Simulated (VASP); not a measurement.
Runs of VASP 6.6.1 on Mg. The structure is that of space group P6_3/mmc (No. 194), or close to it. The cells are those of the table. 

| task | level | cell | cutoff (eV) | smearing | gap on the mesh (eV) | pressure (GPa) |
| --- | --- | --- | --- | --- | --- | --- |
| relaxation of shape and atoms at fixed volume | PBE | relaxed from a = 3.178, b = 3.178, c = 5.086 Å, angles 90.0, 90.0, 120.0°, 2 atoms | 600 | gaussian 0.1 eV | none | 1.1 |
| single point | PBE | a = 3.145, b = 3.145, c = 5.033 Å, angles 90.0, 90.0, 120.0°, 2 atoms | 520 | fermi-dirac 0.1 eV | none | (a) |
| single point | PBE | a = 3.178, b = 3.178, c = 5.086 Å, angles 90.0, 90.0, 120.0°, 2 atoms | 520 | gaussian 0.1 eV | none | 1.1 |
| single point | PBE+D3(BJ) | a = 3.242, b = 3.242, c = 5.189 Å, angles 90.0, 90.0, 120.0°, 2 atoms | 520 | tetrahedron | none | -3.1 |
| single point | PBE | a = 3.111, b = 3.111, c = 4.979 Å, angles 90.0, 90.0, 120.0°, 2 atoms | 520 | gaussian 0.1 eV | none | 4.0 |

Alike in all rows: potentials or basis VASP PAW PBE potentials, release 64 (Mg); no spin polarisation; k mesh 15 × 15 × 8.

Fill in the values left out.

(a) 2.5.

Caveats: three body term missing (at least some runs); the cell stands under tension (at least some runs); tetrahedron occupations give inexact forces and stress in metals (at least some runs); the cell stands under pressure (at least some runs).

A gap of «none» marks levels without a gap at the run's occupations.
